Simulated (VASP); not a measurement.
Runs of VASP 6.6.1 on CaI. The structure is that of space group P-6m2 (No. 187), or close to it. The cells are those of the table. 

```csv
cell,gap on the mesh (eV),pressure (GPa)
"a = 4.255, b = 4.255, c = 4.695 Å, angles 90.0, 90.0, 120.0°, 2 atoms",none,(a)
"a = 4.033, b = 4.033, c = 4.451 Å, angles 90.0, 90.0, 120.0°, 2 atoms",none,2.2
"a = 4.147, b = 4.147, c = 4.576 Å, angles 90.0, 90.0, 120.0°, 2 atoms",none,(b)
"a = 4.219, b = 4.219, c = 4.656 Å, angles 90.0, 90.0, 120.0°, 2 atoms",none,-1.0
"a = 4.072, b = 4.072, c = 4.493 Å, angles 90.0, 90.0, 120.0°, 2 atoms",none,1.4
```

Alike in all rows: task single point; level PBE; potentials or basis VASP PAW PBE potentials, release 64 (Ca_sv, I); no spin polarisation; k mesh 8 × 8 × 6; cutoff (eV) 520; smearing fermi-dirac 0.05 eV.

Question: Fill in the values left out.

Answer: (a) -1.4; (b) 0.0.

Caveats: spin-orbit coupling is left out, which moves the levels of the heavy elements; an odd number of electrons without spin polarisation forces a metal; a magnetic or distorted state may lie lower.

A k mesh can miss the band edges, and the runs leave out spin-orbit coupling on I.

A gap of «none» marks levels without a gap at the run's occupations.
